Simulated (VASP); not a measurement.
# TePb (Fm-3m) in VASP: notebook

Aim: see how the results for TePb move with the level of theory and the settings. Levels: PBEsol, PBE, revPBE, RPBE. Tasks: single point.

Program: VASP 6.6.1. These are calculated values, not measurements. Logs are shortened: lines on timing, memory, paths and dates and some standing lists are left out, and cuts for length are marked.

### 1 The cell of the first run

Symmetry: Fm-3m, No. 225, cubic system. The conventional cell has a = 6.442 Å, b = 6.442 Å, c = 6.442 Å, α = 90.00°, β = 90.00°, γ = 90.00°. Pb (site symmetry m-3m) has 6 Te at 3.22 Å within 4.2 Å. Te (site symmetry m-3m) has 6 Pb at 3.22 Å within 4.2 Å.

### 2 Single point, PBEsol

INCAR reads:

```
PREC = Accurate
ENCUT = 520
EDIFF = 1E-7
ISMEAR = -1
SIGMA = 0.05
LREAL = False
LASPH = True
NELM = 100
ALGO = Normal
ISIF = 2
LWAVE = False
LCHARG = False
GGA = PS
NBANDS = 17
```

KPOINTS reads:

```
regular mesh
0
Gamma
  7 7 7
```

POSCAR reads:

```
TePb
1.0
    0.0000000000      3.2209280658      3.2209280658
    3.2209280658      0.0000000000      3.2209280658
    3.2209280658      3.2209280658      0.0000000000
Pb Te
1 1
Direct
    0.0000000000      0.0000000000      0.0000000000
    0.5000000000      0.5000000000      0.5000000000
```

Potentials or basis: VASP PAW PBE potentials, release 64 (Pb_d, Te).

Started as:

```console
$ cat potpaw_PBE.64/Pb_d/POTCAR potpaw_PBE.64/Te/POTCAR > POTCAR
$ mpirun -np 1 vasp_std > vasp.out
```

OUTCAR:

```text
PREC = Accurate
   ENCUT = 520
   EDIFF = 1E-7
   ISMEAR = -1
   LREAL = False
   LASPH = True
   NELM = 100
   ISIF = 2
   GGA = PS

 ion  position               nearest neighbor table
   1  0.000  0.000  0.000-   2 3.22   2 3.22   2 3.22   2 3.22   2 3.22   2 3.22
   2  0.500  0.500  0.500-   1 3.22   1 3.22   1 3.22   1 3.22   1 3.22   1 3.22

  LATTYP: Found a face centered cubic cell.
 ALAT       =     6.4418561316

  Lattice vectors:

 A1 = (   0.0000000000,   3.2209280658,   3.2209280658)
 A2 = (   3.2209280658,   0.0000000000,   3.2209280658)
 A3 = (   3.2209280658,   3.2209280658,   0.0000000000)

Analysis of symmetry for initial positions (statically):
=====================================================================
 Subroutine PRICEL returns:
 Original cell was already a primitive cell.

 Routine SETGRP: Setting up the symmetry group for a
 face centered cubic supercell.

 Subroutine GETGRP returns: Found 48 space group operations
 (whereof 48 operations were pure point group operations)
 out of a pool of 48 trial point group operations.

The static configuration has the point symmetry O_h .

Analysis of symmetry for dynamics (positions and initial velocities):
=====================================================================
 Subroutine PRICEL returns:
 Original cell was already a primitive cell.

 Routine SETGRP: Setting up the symmetry group for a
 face centered cubic supercell.

 Subroutine GETGRP returns: Found 48 space group operations
 (whereof 48 operations were pure point group operations)
 out of a pool of 48 trial point group operations.

The dynamic configuration has the point symmetry O_h .

 Subroutine INISYM returns: Found 48 space group operations
 (whereof 48 operations are pure point group operations),
 and found     1 'primitive' translations

----------------------------------------------------------------------------------------

                                     Primitive cell

  volume of cell :      66.8302

  direct lattice vectors                    reciprocal lattice vectors
     0.000000000  3.220928066  3.220928066    -0.155234761  0.155234761  0.155234761
     3.220928066  0.000000000  3.220928066     0.155234761 -0.155234761  0.155234761
     3.220928066  3.220928066  0.000000000     0.155234761  0.155234761 -0.155234761

  length of vectors
     4.555080154  4.555080154  4.555080154     0.268874494  0.268874494  0.268874494

  position of ions in fractional coordinates (direct lattice)
     0.000000000  0.000000000  0.000000000
     0.500000000  0.500000000  0.500000000

  ion indices of the primitive-cell ions
   primitive index   ion index
                 1           1
                 2           2

----------------------------------------------------------------------------------------

 KPOINTS: regular mesh

Automatic generation of k-mesh.
 Grid dimensions read from file:
 generate k-points for:    7    7    7

 Generating k-lattice:

  Cartesian coordinates                     Fractional coordinates (reciprocal lattice)
    -0.022176394  0.022176394  0.022176394     0.142857143  0.000000000  0.000000000
     0.022176394 -0.022176394  0.022176394     0.000000000  0.142857143  0.000000000
     0.022176394  0.022176394 -0.022176394     0.000000000  0.000000000  0.142857143

  Length of vectors
     0.038410642  0.038410642  0.038410642

  Shift w.r.t. Gamma in fractional coordinates (k-lattice)
     0.000000000  0.000000000  0.000000000

 Subroutine IBZKPT returns following result:
 ===========================================

 Found     20 irreducible k-points:

 Following reciprocal coordinates:
            Coordinates               Weight
  0.000000  0.000000  0.000000      1.000000
  0.142857  0.000000  0.000000      8.000000
  0.285714  0.000000  0.000000      8.000000
  0.428571  0.000000  0.000000      8.000000
  0.142857  0.142857  0.000000      6.000000
  0.285714  0.142857  0.000000     24.000000
[... 12 lines left out ...]
 -0.428571  0.428571  0.142857     24.000000
 -0.285714  0.428571  0.142857     24.000000
   k-points           NKPTS =     20   k-points in BZ     NKDIM =     20   number of bands    NBANDS=     17
   number of dos      NEDOS =    301   number of ions     NIONS =      2
   total plane-waves  NPLWV =  46656
   dimension x,y,z NGX =    36 NGY =   36 NGZ =   36
   dimension x,y,z NGXF=    72 NGYF=   72 NGZF=   72
   ions per type =               1   1
   NGX,Y,Z   is equivalent  to a cutoff of  13.14, 13.14, 13.14 a.u.
   NGXF,Y,Z  is equivalent  to a cutoff of  26.28, 26.28, 26.28 a.u.
 SYSTEM =  unknown system
   PREC   = accura    normal or accurate (medium, high low for compatibility)
   ISTART =      0    job   : 0-new  1-cont  2-samecut
   ICHARG =      2    charge: 1-file 2-atom 10-const
   ISPIN  =      1    spin polarized calculation?
   LNONCOLLINEAR =      F non collinear calculations
   LSORBIT =      F    spin-orbit coupling
   LASPH  =      T    aspherical Exc in radial PAW
   ENCUT  =  520.0 eV  38.22 Ry    6.18 a.u.   8.47  8.47  8.47*2*pi/ulx,y,z
   NELM   =    100;   NELMIN=  2; NELMDL= -5     # of ELM steps
   EDIFF  = 0.1E-06   stopping-criterion for ELM
   LREAL  =      F    real-space projection
   EDIFFG = 0.1E-05   stopping-criterion for IOM
   NSW    =      0    number of steps for IOM
   IBRION =     -1    ionic relax: 0-MD 1-quasi-New 2-CG
   NFREE  =      0    steps in history (QN), initial steepest desc. (CG)
   ISIF   =      2    stress and relaxation
   ISYM   =      2    0-nonsym 1-usesym 2-fastsym
   POTIM  = 0.5000    time-step for ionic-motion
   TEBEG  =    0.0;   TEEND  =   0.0 temperature during run
   PSTRESS=    0.0 pullay stress
   NELECT =      20.0000    total number of electrons
   NUPDOWN=      -1.0000    fix difference up-down
   EMIN   =  10.00;   EMAX   =-10.00  energy-range for DOS
   EFERMI =   0.00;   METHOD = LEGACY
   ISMEAR =    -1;   SIGMA  =   0.05  broadening in eV -4-tet -1-fermi 0-gaus
   EFERMI_NEDOS =   21; number of points for ismear=-14 and -15
   IALGO  =     38    algorithm
   IMIX   =      4    mixing-type and parameters
     AMIX     =   0.40;   BMIX     =  1.00
     AMIX_MAG =   1.60;   BMIX_MAG =  1.00
  volume/ion in A,a.u.               =      33.42       225.50
  Fermi-wavevector in a.u.,A,eV,Ry     =   1.095033  2.069312 16.314704  1.199097
  Thomas-Fermi vector in A             =   2.231349
   LORBIT       =      0    0 simple, 1 ext, 2 COOP (PROOUT), +10 PAW based schemes
   GGA     = PS    functional components
   LHFCALC =     F    Hartree Fock is set to
   AEXX    =    0.0000 exact exchange contribution
   IVDW    =     0    specifies the selected vdW correction
   LEPSILON=     F    determine dielectric tensor
   LRPA    =     F    only Hartree local field effects (RPA)
 non-spin polarized calculation
  energy-cutoff  :      520.00
  volume of cell :       66.83
 maximum number of plane-waves:      1823
 NGX is ok and might be reduce to    36
   NGX = 17   NGY = 17   NGZ = 17

 number of electron      20.0000001 magnetization

 Free energy of the ion-electron system (eV)
  ---------------------------------------------------
  ext. energy  EPLUGINS =         0.00000000
  ---------------------------------------------------
  free energy    TOTEN  =        -8.26079170 eV

  energy without entropy =       -8.26078711  energy(sigma->0) =       -8.26078940

 E-fermi :   5.9469     XC(G=0):  -9.5128

 val. band max:        5.4682883610   @ k =   0.4286   0.0000   0.0000
 cond. band min:       6.4119373191   @ k =   0.4286   0.0000   0.0000
 fundamental gap:      0.9436489581
 Fermi energy:         5.9468773311

 k-point     1 :       0.0000    0.0000    0.0000
  band No.  band energies     occupation
      1     -11.0613      2.00000
      2     -11.0613      2.00000
      3     -11.0496      2.00000
      4     -11.0496      2.00000
      5     -11.0496      2.00000
      6      -6.5324      2.00000
[... 9 lines left out ...]
     16      11.3174      0.00000
     17      12.7820      0.00000

 k-point     2 :       0.1429    0.0000    0.0000
  band No.  band energies     occupation
      1     -11.0639      2.00000
      2     -11.0639      2.00000
      3     -11.0491      2.00000
      4     -11.0466      2.00000
      5     -11.0466      2.00000
      6      -6.3551      2.00000
[... 9 lines left out ...]
     16      11.7009      0.00000
     17      14.1360      0.00000

 k-point     3 :       0.2857    0.0000    0.0000
  band No.  band energies     occupation
      1     -11.0706      2.00000
      2     -11.0706      2.00000
      3     -11.0481      2.00000
      4     -11.0388      2.00000
      5     -11.0388      2.00000
      6      -5.8534      2.00000
[... 9 lines left out ...]
     16      12.7352      0.00000
     17      16.3027      0.00000

 k-point     4 :       0.4286    0.0000    0.0000
  band No.  band energies     occupation
      1     -11.0763      2.00000
      2     -11.0763      2.00000
      3     -11.0474      2.00000
      4     -11.0322      2.00000
      5     -11.0322      2.00000
      6      -5.2115      2.00000
[... 9 lines left out ...]
     16      14.2648      0.00000
     17      15.5509      0.00000
[... 263 lines left out ...]
      1     -11.0956      2.00000
      2     -11.0673      2.00000
      3     -11.0449      2.00000
      4     -11.0364      2.00000
      5     -11.0281      2.00000
      6      -4.9261      2.00000
[... 9 lines left out ...]
     16      14.9366      0.00000
     17      15.9575      0.00000

 k-point    19 :      -0.4286    0.4286    0.1429
  band No.  band energies     occupation
      1     -11.1139      2.00000
      2     -11.0576      2.00000
      3     -11.0531      2.00000
      4     -11.0300      2.00000
      5     -11.0234      2.00000
      6      -4.8178      2.00000
[... 9 lines left out ...]
     16      15.7595      0.00000
     17      16.5349      0.00000

 k-point    20 :      -0.2857    0.4286    0.1429
  band No.  band energies     occupation
      1     -11.1071      2.00000
      2     -11.0635      2.00000
      3     -11.0450      2.00000
      4     -11.0374      2.00000
      5     -11.0235      2.00000
      6      -4.6830      2.00000
[... 9 lines left out ...]
     16      15.8633      0.00000
     17      16.3630      0.00000

------------------------ aborting loop because EDIFF is reached ----------------------------------------

  FORCE on cell =-STRESS in cart. coord.  units (eV):
  Direction    XX          YY          ZZ          XY          YZ          ZX
  --------------------------------------------------------------------------------------
  -------------------------------------------------------------------------------------
  Total       -0.0154421     -0.0154421     -0.0154421      0.0000000      0.0000000     -0.0000000
  in kB       -0.3702054     -0.3702054     -0.3702054      0.0000000      0.0000000     -0.0000000
  external PRESSURE =      -0.3702054 kB  Pullay stress =       0.0000000 kB

 VOLUME and BASIS-vectors are now :
 -----------------------------------------------------------------------------
  energy-cutoff  :      520.00
  volume of cell :       66.83
      direct lattice vectors                 reciprocal lattice vectors
     0.000000000  3.220928066  3.220928066    -0.155234761  0.155234761  0.155234761
     3.220928066  0.000000000  3.220928066     0.155234761 -0.155234761  0.155234761
     3.220928066  3.220928066  0.000000000     0.155234761  0.155234761 -0.155234761

 POSITION                                       TOTAL-FORCE (eV/Angst)
 -----------------------------------------------------------------------------------
      0.00000      0.00000      0.00000         0.000000     -0.000000      0.000000
      3.22093      3.22093      3.22093        -0.000000      0.000000     -0.000000
 -----------------------------------------------------------------------------------
    total drift:                               -0.000000      0.000000      0.000000

  FREE ENERGIE OF THE ION-ELECTRON SYSTEM (eV)
  ---------------------------------------------------
  free  energy   TOTEN  =        -8.2607916979 eV

  energy  without entropy=       -8.2607871083  energy(sigma->0) =       -8.26078940
```

It took 40 s on 1 thread of Intel Xeon 8259CL, shared host; peak memory 0.21 GiB.

Results:

```yaml
Free_energy: -8.2608 eV
Pressure: 0.0 GPa
```

Caveat: this odd mesh misses L, so gap, dielectric constants and Born charges aren't listed; the PAW data sets were made with another functional, which shifts forces and pressure a little; spin-orbit coupling is left out, which moves the levels of the heavy elements.

### 3 Single point, PBE

This run uses another cell than the first one, of 35.47 Å³/atom.

INCAR reads:

```
SYSTEM = TePb
ALGO = Normal
EDIFF = 1E-6
ENCUT = 520
GGA = PE
ISIF = 2
ISMEAR = -1
LASPH = .TRUE.
LCHARG = .TRUE.
LELF = .TRUE.
LREAL = .FALSE.
LVHAR = .TRUE.
LWAVE = .FALSE.
NBANDS = 17
NELM = 80
PREC = Accurate
SIGMA = 0.05
```

KPOINTS reads:

```
k-points
0
G
  7 7 7
  0 0 0
```

POSCAR reads:

```
TePb
1.0
    0.0000000000      3.2856217651      3.2856217651
    3.2856217651      0.0000000000      3.2856217651
    3.2856217651      3.2856217651      0.0000000000
Pb Te
1 1
Direct
    0.0000000000      0.0000000000      0.0000000000
    0.5000000000      0.5000000000      0.5000000000
```

Potentials or basis: VASP PAW PBE potentials, release 64 (Pb_d, Te).

Started as:

```console
$ cat potpaw_PBE.64/Pb_d/POTCAR potpaw_PBE.64/Te/POTCAR > POTCAR
$ mpirun -np 1 vasp_std > vasp.out
```

Run time: 47 s. Hardware: 1 thread of Intel Xeon 8259CL, shared host; peak memory 0.21 GiB.

Results (log left out):

```
Free energy : -7.5240 eV
Pressure    : -0.1 GPa
```

Levels at points of the mesh, in eV from the Fermi level:
| k point | band 8 | band 9 | band 10 | band 11 | band 12 | band 13 |
| --- | --- | --- | --- | --- | --- | --- |
| (0.00, 0.00, 0.00) | -1.61 | -1.61 | -1.61 | 3.56 | 3.56 | 3.56 |

Caveat: this odd mesh misses L, so gap, dielectric constants and Born charges aren't listed; spin-orbit coupling is left out, which moves the levels of the heavy elements.

### 4 Single point, revPBE

This run uses another cell than the first one, of 36.43 Å³/atom.

INCAR reads:

```
PREC     = Accurate       # precision mode
ENCUT    = 520            # plane-wave cutoff, eV
EDIFF    = 1E-6           # SCF threshold, eV
ISMEAR   = -1             # smearing method
SIGMA    = 0.05           # smearing width, eV
LREAL    = False          # projectors in reciprocal space
LASPH    = True           # aspherical terms in the spheres
NELM     = 80             # most SCF steps
ALGO     = Normal         # electronic algorithm
ISIF     = 2              # what is computed and relaxed
LWAVE    = False          # write WAVECAR
LCHARG   = False          # write CHGCAR
GGA      = RE             # functional
NBANDS   = 17             # bands
```

KPOINTS reads:

```
regular mesh
0
Gamma
  7 7 7
```

POSCAR reads:

```
TePb
1.0
    0.0000000000      3.3151523338      3.3151523338
    3.3151523338      0.0000000000      3.3151523338
    3.3151523338      3.3151523338      0.0000000000
Pb Te
1 1
Direct
    0.0000000000      0.0000000000      0.0000000000
    0.5000000000      0.5000000000      0.5000000000
```

Started as:

```console
$ cat potpaw_PBE.64/Pb_d/POTCAR potpaw_PBE.64/Te/POTCAR > POTCAR
$ mpirun -np 1 vasp_std > vasp.out
```

Run time: 49 s. Hardware: 1 thread of Intel Xeon 8259CL, shared host; peak memory 0.21 GiB.

It converged, with:

```yaml
Free_energy: -6.9290 eV
Pressure: -0.1 GPa
```

Levels at points of the mesh, in eV from the Fermi level:
| k point | band 7 | band 8 | band 9 | band 10 | band 11 | band 12 | band 13 | band 14 |
| --- | --- | --- | --- | --- | --- | --- | --- | --- |
| (0.00, 0.00, 0.00) | -6.27 | -1.58 | -1.58 | -1.58 | 3.51 | 3.51 | 3.51 | 5.48 |

Caveat: this odd mesh misses L, so gap, dielectric constants and Born charges aren't listed; the PAW data sets were made with another functional, which shifts forces and pressure a little; spin-orbit coupling is left out, which moves the levels of the heavy elements.

### 5 Single point, RPBE

This run uses another cell than the first one, of 36.84 Å³/atom.

INCAR reads:

```
SYSTEM = TePb
PREC = Accurate
ENCUT = 520
EDIFF = 1E-6
ISMEAR = -1
SIGMA = 0.05
LREAL = .False.
LASPH = .True.
NELM = 100
ALGO = Normal
ISIF = 2
LWAVE = .False.
LCHARG = .False.
GGA = RP
NBANDS = 17
```

KPOINTS reads:

```
Automatic mesh
0
Gamma
  7 7 7
  0 0 0
```

POSCAR reads:

```
TePb
1.0
    0.0000000000      3.3275622327      3.3275622327
    3.3275622327      0.0000000000      3.3275622327
    3.3275622327      3.3275622327      0.0000000000
Pb Te
1 1
Direct
    0.0000000000      0.0000000000      0.0000000000
    0.5000000000      0.5000000000      0.5000000000
```

Started as:

```console
$ cat potpaw_PBE.64/Pb_d/POTCAR potpaw_PBE.64/Te/POTCAR > POTCAR
$ mpirun -np 1 vasp_std > vasp.out
```

Wall time 36 s (1 thread of Intel Xeon 8259CL, shared host); peak memory 0.21 GiB.

Results (log left out):

- Free energy: -6.8429 eV
- Pressure: -0.1 GPa

Levels at points of the mesh, in eV from the Fermi level:
```tsv
k point	band 6	band 7	band 8	band 9	band 10	band 11	band 12	band 13	band 14	band 15
(0.00, 0.00, 0.00)	-11.83	-6.31	-1.56	-1.56	-1.56	3.48	3.48	3.48	5.49	5.49
```

Caveat: this odd mesh misses L, so gap, dielectric constants and Born charges aren't listed; the PAW data sets were made with another functional, which shifts forces and pressure a little; spin-orbit coupling is left out, which moves the levels of the heavy elements.

### 6 The runs side by side

```csv
level,cell,pressure (GPa)
PBEsol,"a = 4.555 Å, angles 60.0°, 2 atoms",0.0
PBE,"a = 4.647 Å, angles 60.0°, 2 atoms",-0.1
revPBE,"a = 4.688 Å, angles 60.0°, 2 atoms",-0.1
RPBE,"a = 4.706 Å, angles 60.0°, 2 atoms",-0.1
```

Alike in all rows: task single point; potentials or basis VASP PAW PBE potentials, release 64 (Pb_d, Te); no spin polarisation; k mesh 7 × 7 × 7; cutoff (eV) 520; smearing fermi-dirac 0.05 eV.

Caveats: spin-orbit coupling is left out, which moves the levels of the heavy elements; the PAW data sets were made with another functional, which shifts forces and pressure a little (at least some runs).

Absolute energies hang on the potentials; compare differences alone.
